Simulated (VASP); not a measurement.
Write the native input for VASP 6.6.1 that does the following.

```yaml
Task: single point
Functional: PBE
Potentials_or_basis: VASP PAW PBE potentials, release 64 (Se, Zn)
Cutoff: 520 eV
k_mesh: 12 × 12 × 12
Occupations: gaussian, width 0.05 eV
Spin: no spin polarisation
Dipole_correction: no
Further_INCAR_settings: ALGO = Normal; EDIFF = 1e-06; NBANDS = 16
```

The structure of ZnSe lies in POSCAR:

```
ZnSe
1.0
    0.0000000000      2.5720385789      2.5720385789
    2.5720385789      0.0000000000      2.5720385789
    2.5720385789      2.5720385789      0.0000000000
Se Zn
1 1
Direct
    0.0000000000      0.0000000000      0.0000000000
    0.5000000000      0.5000000000      0.5000000000
```

This cell differs from its parent crystal: volume scaled by 0.880.

The input as run:

INCAR

```
SYSTEM = ZnSe
PREC = Accurate
ENCUT = 520
EDIFF = 1E-6
ISMEAR = 0
SIGMA = 0.05
LREAL = .False.
LASPH = .True.
NELM = 80
ALGO = Normal
ISIF = 2
LWAVE = .False.
LCHARG = .False.
GGA = PE
NBANDS = 16
```

KPOINTS

```
Automatic mesh
0
Gamma
  12 12 12
  0 0 0
```

Potentials or basis: VASP PAW PBE potentials, release 64 (Se, Zn).

Command:

```console
$ cat potpaw_PBE.64/Se/POTCAR potpaw_PBE.64/Zn/POTCAR > POTCAR
$ mpirun -np 1 vasp_std > vasp.out
```

Results of the run:

```yaml
Pressure: 12.4 GPa
Band_gap_on_the_k_mesh: zero (band 9 reaches 4.47 eV, above the bottom of band 10 at 3.33 eV)
```

Run time: 64 s on 1 thread of Intel Xeon 8259CL, on a shared host, peak memory 0.18 GiB.
